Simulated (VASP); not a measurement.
Crystal: GaF.

```
Ga F
1.0
     3.16592    0.00000    0.00000
     0.00000    3.16592    0.00000
     0.00000    0.00000    3.16592
Ga F
1 1
Direct
  0.00000 0.00000 0.00000
  0.50000 0.50000 0.50000
```

| Item | Value |
| --- | --- |
| Program | VASP 6.6.1 |
| Task | relaxation of cell and atoms |
| Functional | PBE |
| Dispersion | D4 |
| Potentials or basis | VASP PAW PBE potentials, release 64 (Ga_d, F) |
| Cutoff | 600 eV |
| k mesh | 8 × 8 × 8 |
| Occupations | fermi-dirac, width 0.05 eV |
| Spin | no spin polarisation |

At the start: pressure -1.1 GPa; volume 15.87 Å³/atom.

How do energy, volume and symmetry change on relaxing?

Over 5 steps the energy falls by 4.0 meV/atom and the volume is 15.15 Å³/atom (-4.5 %); space group Pm-3m (No. 221, to 0.05 Å).

The path:
```csv
step,energy change (eV),largest force (eV/Å),pressure (GPa),volume (Å³)
1,0.0000,0.0000,-1.12,31.73
2,-0.0040,0.0000,-1.25,31.23
3,-0.0074,0.0000,-0.60,30.66
4,-0.0050,0.0000,1.34,29.54
5,-0.0081,0.0000,0.03,30.30
```

Final structure:
```
Ga F
1.0
     3.11755    0.00000    0.00000
     0.00000    3.11755    0.00000
     0.00000    0.00000    3.11755
Ga F
1 1
Direct
  0.00000 0.00000 0.00000
  0.50000 0.50000 0.50000
```

Caveat: pairwise dispersion overbinds metals, which lowers pressure and volume.
